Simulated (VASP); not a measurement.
# Cu (Fm-3m) in VASP: a series of runs

Cu is run at these levels: PBEsol; tasks: relaxation of cell and atoms.

Program: VASP 6.6.1. These are calculated values, not measurements. Logs are shortened: lines on timing, memory, paths and dates and some standing lists are left out, and cuts for length are marked.

### 1 The cell of the first run

The structure is cubic, space group Fm-3m (No. 225). Conventional cell: a = 3.564 Å, b = 3.564 Å, c = 3.564 Å, α = 90.00°, β = 90.00°, γ = 90.00°. Within 3.3 Å of Cu (site symmetry m-3m) lie 12 Cu at 2.52 Å.

### 2 Relaxation of cell and atoms, PBEsol

Input file INCAR:

```
PREC = Accurate ; ENCUT = 600
EDIFF = 1E-6 ; ISMEAR = 0
SIGMA = 0.1 ; LREAL = F
LASPH = T ; NELM = 80
ALGO = Fast ; ISIF = 3
LWAVE = F ; LCHARG = F
GGA = PS ; IBRION = 2
NSW = 100 ; EDIFFG = -0.002
```

Input file KPOINTS:

```
regular mesh
0
Gamma
  16 16 16
```

Input file POSCAR:

```
Cu
1.0
    0.0000000000      1.7818426872      1.7818426872
    1.7818426872      0.0000000000      1.7818426872
    1.7818426872      1.7818426872      0.0000000000
Cu
1
Direct
    0.0000000000      0.0000000000      0.0000000000
```

Potentials or basis: VASP PAW PBE potentials, release 64 (Cu).

Run with:

```sh
$ cat potpaw_PBE.64/Cu/POTCAR > POTCAR
$ mpirun -np 1 vasp_std > vasp.out
```

OUTCAR:

```text
PREC = Accurate
   ENCUT = 600
   EDIFF = 1E-6
   ISMEAR = 0
   LREAL = F
   LASPH = T
   NELM = 80
   ISIF = 3
   GGA = PS
   IBRION = 2
   NSW = 100
   EDIFFG = -0.002

 ion  position               nearest neighbor table
   1  0.000  0.000  0.000-

  LATTYP: Found a face centered cubic cell.
 ALAT       =     3.5636853744

  Lattice vectors:

 A1 = (   0.0000000000,   1.7818426872,   1.7818426872)
 A2 = (   1.7818426872,   0.0000000000,   1.7818426872)
 A3 = (   1.7818426872,   1.7818426872,   0.0000000000)

Analysis of symmetry for initial positions (statically):
=====================================================================
 Subroutine PRICEL returns:
 Original cell was already a primitive cell.

 Routine SETGRP: Setting up the symmetry group for a
 face centered cubic supercell.

 Subroutine GETGRP returns: Found 48 space group operations
 (whereof 48 operations were pure point group operations)
 out of a pool of 48 trial point group operations.

The static configuration has the point symmetry O_h .

Analysis of symmetry for dynamics (positions and initial velocities):
=====================================================================
 Subroutine PRICEL returns:
 Original cell was already a primitive cell.

 Routine SETGRP: Setting up the symmetry group for a
 face centered cubic supercell.

 Subroutine GETGRP returns: Found 48 space group operations
 (whereof 48 operations were pure point group operations)
 out of a pool of 48 trial point group operations.

The dynamic configuration has the point symmetry O_h .

 Subroutine INISYM returns: Found 48 space group operations
 (whereof 48 operations are pure point group operations),
 and found     1 'primitive' translations

----------------------------------------------------------------------------------------

                                     Primitive cell

  volume of cell :      11.3146

  direct lattice vectors                    reciprocal lattice vectors
     0.000000000  1.781842687  1.781842687    -0.280608386  0.280608386  0.280608386
     1.781842687  0.000000000  1.781842687     0.280608386 -0.280608386  0.280608386
     1.781842687  1.781842687  0.000000000     0.280608386  0.280608386 -0.280608386

  length of vectors
     2.519906094  2.519906094  2.519906094     0.486027981  0.486027981  0.486027981

  position of ions in fractional coordinates (direct lattice)
     0.000000000  0.000000000  0.000000000

  ion indices of the primitive-cell ions
   primitive index   ion index
                 1           1

----------------------------------------------------------------------------------------

 KPOINTS: regular mesh

Automatic generation of k-mesh.
 Grid dimensions read from file:
 generate k-points for:   16   16   16

 Generating k-lattice:

  Cartesian coordinates                     Fractional coordinates (reciprocal lattice)
    -0.017538024  0.017538024  0.017538024     0.062500000  0.000000000  0.000000000
     0.017538024 -0.017538024  0.017538024     0.000000000  0.062500000  0.000000000
     0.017538024  0.017538024 -0.017538024     0.000000000  0.000000000  0.062500000

  Length of vectors
     0.030376749  0.030376749  0.030376749

  Shift w.r.t. Gamma in fractional coordinates (k-lattice)
     0.000000000  0.000000000  0.000000000

 Subroutine IBZKPT returns following result:
 ===========================================

 Found    145 irreducible k-points:

 Following reciprocal coordinates:
            Coordinates               Weight
  0.000000  0.000000  0.000000      1.000000
  0.062500  0.000000  0.000000      8.000000
  0.125000  0.000000  0.000000      8.000000
  0.187500  0.000000  0.000000      8.000000
  0.250000  0.000000  0.000000      8.000000
  0.312500  0.000000  0.000000      8.000000
[... 16 lines left out ...]
 -0.125000  0.062500  0.000000     24.000000
 -0.062500  0.062500  0.000000     12.000000
 [... further k-points ...]
   k-points           NKPTS =    145   k-points in BZ     NKDIM =    145   number of bands    NBANDS=      9
   number of dos      NEDOS =    301   number of ions     NIONS =      1
   total plane-waves  NPLWV =   8000
   dimension x,y,z NGX =    20 NGY =   20 NGZ =   20
   dimension x,y,z NGXF=    40 NGYF=   40 NGZF=   40
   ions per type =               1
   NGX,Y,Z   is equivalent  to a cutoff of  13.19, 13.19, 13.19 a.u.
   NGXF,Y,Z  is equivalent  to a cutoff of  26.39, 26.39, 26.39 a.u.
 SYSTEM =  unknown system
   PREC   = accura    normal or accurate (medium, high low for compatibility)
   ISTART =      0    job   : 0-new  1-cont  2-samecut
   ICHARG =      2    charge: 1-file 2-atom 10-const
   ISPIN  =      1    spin polarized calculation?
   LNONCOLLINEAR =      F non collinear calculations
   LSORBIT =      F    spin-orbit coupling
   LASPH  =      T    aspherical Exc in radial PAW
   ENCUT  =  600.0 eV  44.10 Ry    6.64 a.u.   5.03  5.03  5.03*2*pi/ulx,y,z
   NELM   =     80;   NELMIN=  2; NELMDL= -5     # of ELM steps
   EDIFF  = 0.1E-05   stopping-criterion for ELM
   LREAL  =      F    real-space projection
   EDIFFG = -.2E-02   stopping-criterion for IOM
   NSW    =    100    number of steps for IOM
   IBRION =      2    ionic relax: 0-MD 1-quasi-New 2-CG
   NFREE  =      1    steps in history (QN), initial steepest desc. (CG)
   ISIF   =      3    stress and relaxation
   ISYM   =      2    0-nonsym 1-usesym 2-fastsym
   POTIM  = 0.5000    time-step for ionic-motion
   TEBEG  =    0.0;   TEEND  =   0.0 temperature during run
   PSTRESS=    0.0 pullay stress
   NELECT =      11.0000    total number of electrons
   NUPDOWN=      -1.0000    fix difference up-down
   EMIN   =  10.00;   EMAX   =-10.00  energy-range for DOS
   EFERMI =   0.00;   METHOD = LEGACY
   ISMEAR =     0;   SIGMA  =   0.10  broadening in eV -4-tet -1-fermi 0-gaus
   EFERMI_NEDOS =   21; number of points for ismear=-14 and -15
   IALGO  =     68    algorithm
   IMIX   =      4    mixing-type and parameters
     AMIX     =   0.40;   BMIX     =  1.00
     AMIX_MAG =   1.60;   BMIX_MAG =  1.00
  volume/ion in A,a.u.               =      11.31        76.35
  Fermi-wavevector in a.u.,A,eV,Ry     =   1.621784  3.064728 35.785821  2.630184
  Thomas-Fermi vector in A             =   2.715504
   LORBIT       =      0    0 simple, 1 ext, 2 COOP (PROOUT), +10 PAW based schemes
   GGA     = PS    functional components
   LHFCALC =     F    Hartree Fock is set to
   AEXX    =    0.0000 exact exchange contribution
   IVDW    =     0    specifies the selected vdW correction
   LEPSILON=     F    determine dielectric tensor
   LRPA    =     F    only Hartree local field effects (RPA)
 conjugate gradient relaxation of ions
 non-spin polarized calculation
 RMM-DIIS sequential band-by-band and
 Gauss-broadening in eV      SIGMA  =   0.10
  energy-cutoff  :      600.00
  volume of cell :       11.31
 maximum number of plane-waves:       391
   NGX =  9   NGY =  9   NGZ =  9

--------------------------------------- Ionic step        1  -------------------------------------------

 number of electron      11.0000013 magnetization

 Free energy of the ion-electron system (eV)
  ---------------------------------------------------
  ext. energy  EPLUGINS =         0.00000000
  ---------------------------------------------------
  free energy    TOTEN  =        -4.30914020 eV

  energy without entropy =       -4.30759617  energy(sigma->0) =       -4.30836818

------------------------ aborting loop because EDIFF is reached ----------------------------------------

  FORCE on cell =-STRESS in cart. coord.  units (eV):
  Direction    XX          YY          ZZ          XY          YZ          ZX
  --------------------------------------------------------------------------------------
  -------------------------------------------------------------------------------------
  Total        0.0783371      0.0783371      0.0783371     -0.0000000      0.0000000      0.0000000
  in kB       11.0927731     11.0927731     11.0927731     -0.0000000      0.0000000      0.0000000
  external PRESSURE =      11.0927731 kB  Pullay stress =       0.0000000 kB
[... 90 lines left out ...]
  energy  without entropy=       -4.3077491568  energy(sigma->0) =       -4.30852299

--------------------------------------- Ionic step        4  -------------------------------------------

 number of electron      11.0000013 magnetization

 Free energy of the ion-electron system (eV)
  ---------------------------------------------------
  ext. energy  EPLUGINS =         0.00000000
  ---------------------------------------------------
  free energy    TOTEN  =        -4.30929503 eV

  energy without entropy =       -4.30774698  energy(sigma->0) =       -4.30852101

 E-fermi :   7.8283     XC(G=0): -13.1257

 val. band max:        7.8177525925   @ k =   0.5000   0.1875   0.0625
 cond. band min:       7.8902764583   @ k =   0.5000   0.3125   0.1250
 fundamental gap:      0.0725238658
 Fermi energy:         7.8282544945

 k-point     1 :       0.0000    0.0000    0.0000
  band No.  band energies     occupation
      1      -1.8079      2.00000
      2       4.7286      2.00000
      3       4.7286      2.00000
      4       4.7286      2.00000
      5       5.6101      2.00000
      6       5.6101      2.00000
      7      30.7480      0.00000
      8      33.6528      0.00000
      9      33.6528      0.00000
[... 265 lines left out ...]
 k-point    24 :      -0.0625    0.0625    0.0000
  band No.  band energies     occupation
      1      -1.4203      2.00000
      2       4.6369      2.00000
      3       4.7984      2.00000
      4       4.8125      2.00000
      5       5.5426      2.00000
      6       5.6240      2.00000
      7      28.8621      0.00000
      8      30.0711      0.00000
      9      32.6471      0.00000

 [... further k-points ...]

------------------------ aborting loop because EDIFF is reached ----------------------------------------

  FORCE on cell =-STRESS in cart. coord.  units (eV):
  Direction    XX          YY          ZZ          XY          YZ          ZX
  --------------------------------------------------------------------------------------
  -------------------------------------------------------------------------------------
  Total       -0.0019525     -0.0019525     -0.0019525      0.0000000      0.0000000      0.0000000
  in kB       -0.2748996     -0.2748996     -0.2748996      0.0000000      0.0000000      0.0000000
  external PRESSURE =      -0.2748996 kB  Pullay stress =       0.0000000 kB
[... 16 lines left out ...]
  FREE ENERGIE OF THE ION-ELECTRON SYSTEM (eV)
  ---------------------------------------------------
  free  energy   TOTEN  =        -4.3092950344 eV

  energy  without entropy=       -4.3077469796  energy(sigma->0) =       -4.30852101

 reached required accuracy - stopping structural energy minimisation
```

Run time: 93 s. Hardware: 1 thread of Intel Xeon 6975P-C, shared host; peak memory 0.11 GiB.

Results:

```yaml
Free_energy: -4.3093 eV
Relaxed_volume: 11.38 Å³/atom
Relaxed_cell: a = 2.525 Å, b = 2.525 Å, c = 2.525 Å, α = 60.00°, β = 60.00°, γ = 60.00°
Space_group_after_relaxing_to_0.05_Å: Fm-3m (No. 225)
Energy_gained_by_relaxing: 0.2 meV/atom
Ionic_steps: 4
Pressure_after_relaxing: 0.0 GPa
```

The path:
| step | energy change (eV) | largest force (eV/Å) | pressure (GPa) | volume (Å³) |
| --- | --- | --- | --- | --- |
| 1 | 0.0000 | 0.0000 | 1.11 | 11.31 |
| 2 | 0.0001 | 0.0000 | -1.25 | 11.44 |
| 3 | -0.0002 | 0.0000 | 0.10 | 11.37 |
| 4 | -0.0002 | 0.0000 | -0.03 | 11.38 |

Final structure:
```
Cu
1.0
     0.00000    1.78525    1.78525
     1.78525    0.00000    1.78525
     1.78525    1.78525    0.00000
Cu
1
Direct
  0.00000 0.00000 0.00000
```

Levels at points of the mesh, in eV from the Fermi level:
```csv
k point,band 4,band 5,band 6,band 7,band 8,band 9
"(0.00, 0.00, 0.00)",-3.10,-2.22,-2.22,22.92,25.82,25.82
"(0.50, 0.00, 0.00)",-1.62,-1.62,-1.11,3.97,21.39,22.64
"(0.50, 0.50, 0.00)",-1.47,-1.47,1.47,7.40,13.36,13.36
```

Caveat: the PAW data sets were made with another functional, which shifts forces and pressure a little.

### 3 Relaxation of cell and atoms, PBEsol

Input file INCAR:

```
SYSTEM = Cu
PREC = Accurate
ENCUT = 600
EDIFF = 1E-7
ISMEAR = -1
SIGMA = 0.15
LREAL = .False.
LASPH = .True.
NELM = 100
ALGO = Fast
ISIF = 3
LWAVE = .False.
LCHARG = .False.
GGA = PS
IBRION = 2
NSW = 80
EDIFFG = -0.001
```

Input file KPOINTS:

```
regular mesh
0
Gamma
  16 16 16
  0 0 0
```

Input file POSCAR:

```
Cu
1.0
    0.0000000000      1.7820435798      1.7820435798
    1.7820435798      0.0000000000      1.7820435798
    1.7820435798      1.7820435798      0.0000000000
Cu
1
Direct
    0.0000000000      0.0000000000      0.0000000000
```

Potentials or basis: VASP PAW PBE potentials, release 64 (Cu).

Run with:

```sh
$ cat potpaw_PBE.64/Cu/POTCAR > POTCAR
$ mpirun -np 1 vasp_std > vasp.out
```

It took 74 s on 1 thread of Intel Xeon 6975P-C, shared host; peak memory 0.11 GiB.

Results (log left out):

* Free energy: -4.3198 eV
* Relaxed volume: 11.38 Å³/atom
* Relaxed cell: a = 2.524 Å, b = 2.524 Å, c = 2.524 Å, α = 60.00°, β = 60.00°, γ = 60.00°
* Space group after relaxing (to 0.05 Å): Fm-3m (No. 225)
* Energy gained by relaxing: 0.1 meV/atom
* Ionic steps: 3
* Pressure after relaxing: 0.0 GPa

The path:
```tsv
step	energy change (eV)	largest force (eV/Å)	pressure (GPa)	volume (Å³)
1	0.0000	0.0000	0.71	11.32
2	-0.0001	0.0000	-0.50	11.40
3	-0.0001	0.0000	0.01	11.38
```

Final structure:
```xyz
1
Lattice="0.0000 1.7850 1.7850 1.7850 0.0000 1.7850 1.7850 1.7850 0.0000" Properties=species:S:1:pos:R:3 pbc="T T T"
Cu    0.0000    0.0000    0.0000
```

Levels at points of the mesh, in eV from the Fermi level:
| k point | band 2 | band 3 | band 4 | band 5 | band 6 | band 7 | band 8 | band 9 |
| --- | --- | --- | --- | --- | --- | --- | --- | --- |
| (0.00, 0.00, 0.00) | -3.14 | -3.14 | -3.14 | -2.26 | -2.26 | 22.89 | 25.80 | 25.80 |
| (0.50, 0.00, 0.00) | -3.17 | -3.17 | -1.66 | -1.66 | -1.14 | 3.94 | 21.36 | 22.61 |
| (0.50, 0.50, 0.00) | -4.62 | -1.67 | -1.51 | -1.51 | 1.43 | 7.37 | 13.33 | 13.33 |

Caveat: the PAW data sets were made with another functional, which shifts forces and pressure a little. Zero-point motion and thermal expansion aren't in these numbers.
